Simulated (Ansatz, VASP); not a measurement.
**Two plane-wave programs on Hf**

```
Hf
1.0
     0.00000    2.22839    2.22839
     2.22839    0.00000    2.22839
     2.22839    2.22839    0.00000
Hf
1
Direct
  0.00000 0.00000 0.00000
```

Alike in both runs: task single point; functional revPBE; k mesh 14 × 14 × 14; occupations fermi-dirac, width 0.1 eV; no spin polarisation.

|  | VASP | Ansatz |
| --- | --- | --- |
| version | VASP 6.6.1 | Ansatz 0.2.0 |
| potentials or method | VASP PAW PBE potentials, release 64 (Hf_pv), cutoff 520 eV | plane waves (420 eV) with PAW, scalar-relativistic |
| valence electrons in the cell | 10 | 26 |

```csv
,VASP,Ansatz,Ansatz less VASP
pressure (GPa),3.8,4.3,+0.49
```

VASP's potentials were made for PBE, not for revPBE. VASP's potentials hold 10 valence electrons a cell and Ansatz's 26, so a difference there can come from the potentials and not from the codes.

Neither program's run includes spin-orbit coupling.
